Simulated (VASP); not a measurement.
## ZrAl3B3N: single point with PBE

ZrAl3B3N:

```xyz
8
Lattice="4.5379 0.0000 0.0000 -2.2690 3.9300 0.0000 0.0000 0.0000 6.6736" Properties=species:S:1:pos:R:3 pbc="T T T"
Zr    0.0000    0.0000    0.0000
Al    2.2690    1.3100    4.6151
Al    2.2690    1.3100    2.0585
Al    0.0000    0.0000    3.3368
B     1.3751    1.8261    0.0000
B     2.2690    0.2778    0.0000
B     3.1628    1.8261    0.0000
N     0.0000    2.6200    0.0000
```

```
Program             : VASP 6.6.1
Task                : single point
Functional          : PBE
Potentials or basis : VASP PAW PBE potentials, release 64 (Zr_sv, Al, B, N)
Cutoff              : 520 eV
k mesh              : 3 × 3 × 2
Occupations         : gaussian, width 0.15 eV
Spin                : no spin polarisation
```

```json
{
  "Pressure": "0.0 GPa",
  "Largest force": "0.009 eV/Å"
}
```

Forces in eV/Å, atoms in the order of the input:
```
Zr   0.000  0.000  0.000
Al   0.000  0.000  0.009
Al   0.000  0.000 -0.009
Al   0.000  0.000  0.000
B    0.005 -0.003  0.000
B    0.000  0.006  0.000
B   -0.005 -0.003  0.000
N    0.000  0.000  0.000
```

Stress tensor (GPa, compression positive):
```
-0.03  0.00  0.00
 0.00 -0.03  0.00
 0.00  0.00  0.08
```

Levels at points of the mesh, in eV from the Fermi level:
```
           k point  band 15  band 16  band 17  band 18  band 19  band 20
(0.00, 0.00, 0.00)    -1.01    -0.71    -0.56     0.09     0.09     0.61
(0.00, 0.00, 0.50)    -1.58    -1.58     0.34     0.34     0.42     1.45
```

Run time: 27 s on 1 thread of AMD EPYC 7R13 Processor (Zen 3) (shared host), peak memory 0.22 GiB.

Caveat: the k points lie up to 0.53 Å⁻¹ apart.
